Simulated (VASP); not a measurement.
# TaF3 (P4/mmm) in VASP: a series of runs, part 2 of 4

VASP 6.6.1. The steps go on from the part before.

## (3) Single point, PBEsol

This run uses another cell than the first one, of the same volume but with other edges.

Input file INCAR:

```
SYSTEM = TaF3
PREC = Accurate
ENCUT = 520
EDIFF = 1E-6
ISMEAR = 0
SIGMA = 0.15
LREAL = .FALSE.
LASPH = .TRUE.
NELM = 60
ALGO = Normal
ISIF = 2
LWAVE = .FALSE.
LCHARG = .FALSE.
GGA = PS
NBANDS = 24
```

Input file KPOINTS:

```
Automatic mesh
0
G
  14 14 14
  0 0 0
```

Input file POSCAR:

```
TaF3
1.0
    4.3791693888      0.0000000000      0.0000000000
    0.0000000000      4.3791693888      0.0000000000
    0.0000000000      0.0000000000      3.0960727579
Ta F
1 3
Direct
    0.0000000000      0.0000000000      0.0000000000
    0.5000000000      0.0000000000      0.0000000000
    0.0000000000      0.5000000000      0.0000000000
    0.0000000000      0.0000000000      0.5000000000
```

Potentials or basis: VASP PAW PBE potentials, release 64 (Ta_pv, F).

On the command line:

```
cat potpaw_PBE.64/Ta_pv/POTCAR potpaw_PBE.64/F/POTCAR > POTCAR
mpirun -np 1 vasp_std > vasp.out
```

OUTCAR:

```text
SYSTEM = TaF3
   PREC = Accurate
   ENCUT = 520
   EDIFF = 1E-6
   ISMEAR = 0
   LREAL = .FALSE.
   LASPH = .TRUE.
   NELM = 60
   ISIF = 2
   GGA = PS

 ion  position               nearest neighbor table
   1  0.000  0.000  0.000-   4 1.55   4 1.55   2 2.19   3 2.19   3 2.19   2 2.19
   2  0.500  0.000  0.000-   1 2.19   1 2.19
   3  0.000  0.500  0.000-   1 2.19   1 2.19
   4  0.000  0.000  0.500-   1 1.55   1 1.55

  LATTYP: Found a simple tetragonal cell.
 ALAT       =     4.3791693888
 C/A-ratio  =     0.7070000000

  Lattice vectors:

 A1 = (   4.3791693888,   0.0000000000,   0.0000000000)
 A2 = (   0.0000000000,   4.3791693888,   0.0000000000)
 A3 = (   0.0000000000,   0.0000000000,   3.0960727579)

Analysis of symmetry for initial positions (statically):
=====================================================================
 Subroutine PRICEL returns:
 Original cell was already a primitive cell.

 Routine SETGRP: Setting up the symmetry group for a
 simple tetragonal supercell.

 Subroutine GETGRP returns: Found 16 space group operations
 (whereof 16 operations were pure point group operations)
 out of a pool of 16 trial point group operations.

The static configuration has the point symmetry D_4h.

Analysis of symmetry for dynamics (positions and initial velocities):
=====================================================================
 Subroutine PRICEL returns:
 Original cell was already a primitive cell.

 Routine SETGRP: Setting up the symmetry group for a
 simple tetragonal supercell.

 Subroutine GETGRP returns: Found 16 space group operations
 (whereof 16 operations were pure point group operations)
 out of a pool of 16 trial point group operations.

The dynamic configuration has the point symmetry D_4h.

 Subroutine INISYM returns: Found 16 space group operations
 (whereof 16 operations are pure point group operations),
 and found     1 'primitive' translations

----------------------------------------------------------------------------------------

                                     Primitive cell

  volume of cell :      59.3738

  direct lattice vectors                    reciprocal lattice vectors
     4.379169389  0.000000000  0.000000000     0.228353807  0.000000000  0.000000000
     0.000000000  4.379169389  0.000000000     0.000000000  0.228353807  0.000000000
     0.000000000  0.000000000  3.096072758     0.000000000  0.000000000  0.322989826

  length of vectors
     4.379169389  4.379169389  3.096072758     0.228353807  0.228353807  0.322989826

  position of ions in fractional coordinates (direct lattice)
     0.000000000  0.000000000  0.000000000
     0.500000000  0.000000000  0.000000000
     0.000000000  0.500000000  0.000000000
     0.000000000  0.000000000  0.500000000

  ion indices of the primitive-cell ions
   primitive index   ion index
                 1           1
                 2           2
                 3           3
                 4           4

----------------------------------------------------------------------------------------

 KPOINTS: Automatic mesh

Automatic generation of k-mesh.
 Grid dimensions read from file:
 generate k-points for:   14   14   14

 Generating k-lattice:

  Cartesian coordinates                     Fractional coordinates (reciprocal lattice)
     0.016310986  0.000000000  0.000000000     0.071428571  0.000000000  0.000000000
     0.000000000  0.016310986  0.000000000     0.000000000  0.071428571  0.000000000
     0.000000000  0.000000000  0.023070702     0.000000000  0.000000000  0.071428571

  Length of vectors
     0.016310986  0.016310986  0.023070702

  Shift w.r.t. Gamma in fractional coordinates (k-lattice)
     0.000000000  0.000000000  0.000000000

 Subroutine IBZKPT returns following result:
 ===========================================

 Found    288 irreducible k-points:

 Following reciprocal coordinates:
            Coordinates               Weight
  0.000000  0.000000  0.000000      1.000000
  0.071429  0.000000  0.000000      4.000000
  0.142857  0.000000  0.000000      4.000000
  0.214286  0.000000  0.000000      4.000000
  0.285714  0.000000  0.000000      4.000000
  0.357143  0.000000  0.000000      4.000000
[... 16 lines left out ...]
  0.285714  0.214286  0.000000      8.000000
  0.357143  0.214286  0.000000      8.000000
 [... further k-points ...]
   k-points           NKPTS =    288   k-points in BZ     NKDIM =    288   number of bands    NBANDS=     24
   number of dos      NEDOS =    301   number of ions     NIONS =      4
   total plane-waves  NPLWV =  31104
   dimension x,y,z NGX =    36 NGY =   36 NGZ =   24
   dimension x,y,z NGXF=    72 NGYF=   72 NGZF=   48
   ions per type =               1   3
   NGX,Y,Z   is equivalent  to a cutoff of  13.67, 13.67, 12.89 a.u.
   NGXF,Y,Z  is equivalent  to a cutoff of  27.33, 27.33, 25.77 a.u.
 SYSTEM =  TaF3
   PREC   = accura    normal or accurate (medium, high low for compatibility)
   ISTART =      0    job   : 0-new  1-cont  2-samecut
   ICHARG =      2    charge: 1-file 2-atom 10-const
   ISPIN  =      1    spin polarized calculation?
   LNONCOLLINEAR =      F non collinear calculations
   LSORBIT =      F    spin-orbit coupling
   LASPH  =      T    aspherical Exc in radial PAW
   ENCUT  =  520.0 eV  38.22 Ry    6.18 a.u.   8.14  8.14  5.76*2*pi/ulx,y,z
   NELM   =     60;   NELMIN=  2; NELMDL= -5     # of ELM steps
   EDIFF  = 0.1E-05   stopping-criterion for ELM
   LREAL  =      F    real-space projection
   EDIFFG = 0.1E-04   stopping-criterion for IOM
   NSW    =      0    number of steps for IOM
   IBRION =     -1    ionic relax: 0-MD 1-quasi-New 2-CG
   NFREE  =      0    steps in history (QN), initial steepest desc. (CG)
   ISIF   =      2    stress and relaxation
   ISYM   =      2    0-nonsym 1-usesym 2-fastsym
   POTIM  = 0.5000    time-step for ionic-motion
   TEBEG  =    0.0;   TEEND  =   0.0 temperature during run
   PSTRESS=    0.0 pullay stress
   NELECT =      32.0000    total number of electrons
   NUPDOWN=      -1.0000    fix difference up-down
   EMIN   =  10.00;   EMAX   =-10.00  energy-range for DOS
   EFERMI =   0.00;   METHOD = LEGACY
   ISMEAR =     0;   SIGMA  =   0.15  broadening in eV -4-tet -1-fermi 0-gaus
   EFERMI_NEDOS =   21; number of points for ismear=-14 and -15
   IALGO  =     38    algorithm
   IMIX   =      4    mixing-type and parameters
     AMIX     =   0.40;   BMIX     =  1.00
     AMIX_MAG =   1.60;   BMIX_MAG =  1.00
  volume/ion in A,a.u.               =      14.84       100.17
  Fermi-wavevector in a.u.,A,eV,Ry     =   1.332273  2.517631 24.149685  1.774952
  Thomas-Fermi vector in A             =   2.461221
   LORBIT       =      0    0 simple, 1 ext, 2 COOP (PROOUT), +10 PAW based schemes
   GGA     = PS    functional components
   LHFCALC =     F    Hartree Fock is set to
   AEXX    =    0.0000 exact exchange contribution
   IVDW    =     0    specifies the selected vdW correction
   LEPSILON=     F    determine dielectric tensor
   LRPA    =     F    only Hartree local field effects (RPA)
 non-spin polarized calculation
 Gauss-broadening in eV      SIGMA  =   0.15
  energy-cutoff  :      520.00
  volume of cell :       59.37
 maximum number of plane-waves:      1644
 NGX is ok and might be reduce to    36

 number of electron      31.9999999 magnetization

 Free energy of the ion-electron system (eV)
  ---------------------------------------------------
  ext. energy  EPLUGINS =         0.00000000
  ---------------------------------------------------
  free energy    TOTEN  =       -17.53166805 eV

  energy without entropy =      -17.49618389  energy(sigma->0) =      -17.51392597

 E-fermi :   3.9139     XC(G=0):  -9.2529

 val. band max:        3.9121421287   @ k =   0.5000   0.0714   0.1429
 cond. band min:       3.9224396147   @ k =   0.4286   0.0714   0.2143
 fundamental gap:      0.0102974860
 Fermi energy:         3.9138525472

 k-point     1 :       0.0000    0.0000    0.0000
  band No.  band energies     occupation
      1     -35.6034      2.00000
      2     -32.4856      2.00000
      3     -32.4856      2.00000
      4     -29.7134      2.00000
      5     -22.2901      2.00000
      6     -22.1284      2.00000
[... 637 lines left out ...]
     23      12.6496      0.00000
     24      13.8816      0.00000

 [... further k-points ...]

------------------------ aborting loop because EDIFF is reached ----------------------------------------

  FORCE on cell =-STRESS in cart. coord.  units (eV):
  Direction    XX          YY          ZZ          XY          YZ          ZX
  --------------------------------------------------------------------------------------
  -------------------------------------------------------------------------------------
  Total       -4.6882866     -4.6882866    100.9298411      0.0000000      0.0000000      0.0000000
  in kB     -126.5115237   -126.5115237   2723.5510838      0.0000000      0.0000000      0.0000000
  external PRESSURE =     823.5093455 kB  Pullay stress =       0.0000000 kB

 VOLUME and BASIS-vectors are now :
 -----------------------------------------------------------------------------
  energy-cutoff  :      520.00
  volume of cell :       59.37
      direct lattice vectors                 reciprocal lattice vectors
     4.379169389  0.000000000  0.000000000     0.228353807  0.000000000  0.000000000
     0.000000000  4.379169389  0.000000000     0.000000000  0.228353807  0.000000000
     0.000000000  0.000000000  3.096072758     0.000000000  0.000000000  0.322989826

 POSITION                                       TOTAL-FORCE (eV/Angst)
 -----------------------------------------------------------------------------------
      0.00000      0.00000      0.00000         0.000000      0.000000      0.000000
      2.18958      0.00000      0.00000         0.000000      0.000000      0.000000
      0.00000      2.18958      0.00000         0.000000      0.000000      0.000000
      0.00000      0.00000      1.54804         0.000000      0.000000      0.000000
 -----------------------------------------------------------------------------------
    total drift:                                0.000000      0.000000     -0.000000

  FREE ENERGIE OF THE ION-ELECTRON SYSTEM (eV)
  ---------------------------------------------------
  free  energy   TOTEN  =       -17.5316680506 eV

  energy  without entropy=      -17.4961838892  energy(sigma->0) =      -17.51392597
```

OSZICAR:

```text
N       E                     dE             d eps       ncg     rms          rms(c)
DAV:   1     0.276294699733E+03    0.27629E+03   -0.18265E+04 13864   0.131E+03
DAV:   2    -0.645049988641E+01   -0.28275E+03   -0.27172E+03 17488   0.377E+02
DAV:   3    -0.200154351753E+02   -0.13565E+02   -0.13485E+02 16472   0.841E+01
DAV:   4    -0.201278485368E+02   -0.11241E+00   -0.11238E+00 15560   0.845E+00
DAV:   5    -0.201291289403E+02   -0.12804E-02   -0.12804E-02 16664   0.865E-01    0.492E+01
DAV:   6    -0.176695617761E+02    0.24596E+01   -0.79848E+00 15296   0.246E+01    0.254E+01
DAV:   7    -0.175638042994E+02    0.10576E+00   -0.65854E-01 14816   0.702E+00    0.106E+01
DAV:   8    -0.175297654397E+02    0.34039E-01   -0.10081E-01 16560   0.241E+00    0.806E-01
DAV:   9    -0.175309778178E+02   -0.12124E-02   -0.49025E-03 14512   0.552E-01    0.277E-01
DAV:  10    -0.175315236579E+02   -0.54584E-03   -0.64771E-04 14672   0.219E-01    0.663E-02
DAV:  11    -0.175316188640E+02   -0.95206E-04   -0.18915E-04 15032   0.100E-01    0.213E-02
DAV:  12    -0.175316589762E+02   -0.40112E-04   -0.36918E-05 14256   0.379E-02    0.169E-02
DAV:  13    -0.175316682058E+02   -0.92296E-05   -0.16683E-05 14224   0.210E-02    0.857E-03
DAV:  14    -0.175316680506E+02    0.15520E-06   -0.67041E-07 12256   0.587E-03
   1 F= -.17531668E+02 E0= -.17513926E+02  d E =-.354842E-01
```

stdout:

```text
POSCAR found type information on POSCAR TaF
 POSCAR found :  2 types and       4 ions
 scaLAPACK will be used
 -----------------------------------------------------------------------------
|                                                                             |
|                                                                             |
|     You enforced a specific xc type in the INCAR file but a different       |
|     I HOPE YOU KNOW WHAT YOU ARE DOING!                                     |
|                                                                             |
 -----------------------------------------------------------------------------

 LDA part: xc-table for (Slater+PW92), standard interpolation
 POSCAR, INCAR and KPOINTS ok, starting setup
 FFT: planning ... GRIDC
 FFT: planning ... GRID_SOFT
 FFT: planning ... GRID
 WAVECAR not read
 entering main loop
```

It took 1.8 min on 1 thread of Intel Xeon 6975P-C (Granite Rapids), shared host; peak memory 0.45 GiB.

Results:

| Quantity | Value |
| --- | --- |
| Free energy | -17.5317 eV |
| Pressure | 82.4 GPa |
| Band gap on the k mesh | zero (bands 16 and 17 overlap by 2.21 eV) |

Caveat: the cell stands under pressure; the PAW data sets were made with another functional, which shifts forces and pressure a little; spin-orbit coupling is left out, which moves the levels of the heavy elements.

(Continued in part 3 of 4.)
